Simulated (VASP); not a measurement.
Runs of VASP 6.6.1 on NaLa. The structure is that of space group P-6m2 (No. 187), or close to it. The cells are those of the table. 

```csv
level,potentials or basis,spin,cell,k mesh,smearing,gap on the mesh (eV),pressure (GPa)
LDA,"VASP PAW LDA potentials, release 64 (La, Na_pv)",off,"a = 3.677, b = 3.677, c = 6.611 Å, angles 90.0, 90.0, 120.0°, 2 atoms",9 × 9 × 4,gaussian 0.05 eV,none,(b)
revPBE+D3(BJ),"VASP PAW PBE potentials, release 64 (La, Na_pv)","non-collinear, zero start, SOC","a = 3.486, b = 3.486, c = 6.292 Å, angles 90.0, 90.0, 120.0°, 2 atoms",7 × 7 × 3,methfessel-paxton 0.2 eV,-,-0.1
PBE,"VASP PAW PBE potentials, release 64 (La, Na_pv)",off,"a = 3.678, b = 3.678, c = 6.484 Å, angles 90.0, 90.0, 120.0°, 2 atoms",7 × 7 × 4,fermi-dirac 0.05 eV,none,(a)
PBE,"VASP PAW PBE potentials, release 64 (La, Na_pv)",off,"a = 3.462, b = 3.462, c = 6.484 Å, angles 90.0, 90.0, 120.0°, 2 atoms",7 × 7 × 4,fermi-dirac 0.05 eV,none,1.6
LDA,"VASP PAW LDA potentials, release 64 (La, Na_pv)",off,"a = 3.558, b = 3.558, c = 6.396 Å, angles 90.0, 90.0, 120.0°, 2 atoms",9 × 9 × 4,gaussian 0.05 eV,none,(c)
LDA,"VASP PAW LDA potentials, release 64 (La, Na_pv)",off,"a = 3.533, b = 3.533, c = 6.351 Å, angles 90.0, 90.0, 120.0°, 2 atoms",9 × 9 × 4,gaussian 0.05 eV,none,-1.4
LDA,"VASP PAW LDA potentials, release 64 (La, Na_pv)",off,"a = 3.606, b = 3.606, c = 6.484 Å, angles 90.0, 90.0, 120.0°, 2 atoms",5 × 5 × 3,fermi-dirac 0.05 eV,none,-1.9
PBE,"VASP PAW PBE potentials, release 64 (La, Na_pv)",off,"a = 3.570, b = 3.570, c = 6.484 Å, angles 90.0, 90.0, 120.0°, 2 atoms",7 × 7 × 4,fermi-dirac 0.05 eV,none,0.1
```

Alike in all rows: task single point; cutoff (eV) 520.

Estimate the missing entries.

(a) -0.9; (b) -2.8; (c) -1.6.

Caveats: some runs use coarse meshes; spin-orbit coupling is left out, which moves the levels of the heavy elements (some runs); the PAW data sets were made with another functional, which shifts forces and pressure a little (some runs).

A k mesh can miss the band edges, and rows without SOC leave out spin-orbit coupling on La.

A gap of «none» marks levels without a gap at the run's occupations.
